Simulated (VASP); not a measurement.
A run of VASP 6.6.1 is set up as follows.

Contents of INCAR:

```
SYSTEM = TiAl
PREC = Accurate
ENCUT = 520
EDIFF = 1E-6
ISMEAR = 0
SIGMA = 0.15
LREAL = .False.
LASPH = .True.
NELM = 100
ALGO = Fast
ISIF = 2
LWAVE = .False.
LCHARG = .False.
GGA = PE
NBANDS = 14
```

Contents of KPOINTS:

```
regular mesh
0
Gamma
  16 16 16
  0 0 0
```

POSCAR

```
TiAl
1.0
    3.0519014400      0.0000000000      0.0000000000
    0.0000000000      3.0519014400      0.0000000000
    0.0000000000      0.0000000000      3.1790640000
Ti Al
1 1
Direct
    0.0000000000      0.0000000000      0.0000000000
    0.5000000000      0.5000000000      0.5000000000
```

Potentials or basis: VASP PAW PBE potentials, release 64 (Ti_sv, Al).

Run with:

```bash
$ cat potpaw_PBE.64/Ti_sv/POTCAR potpaw_PBE.64/Al/POTCAR > POTCAR
$ mpirun -np 1 vasp_std > vasp.out
```

(1) Predict the pressure.

Answers

(1) 11.8 GPa.

Caveat: the cell differs from its parent crystal (strain -0.040 along x and y, +0.000 along z).
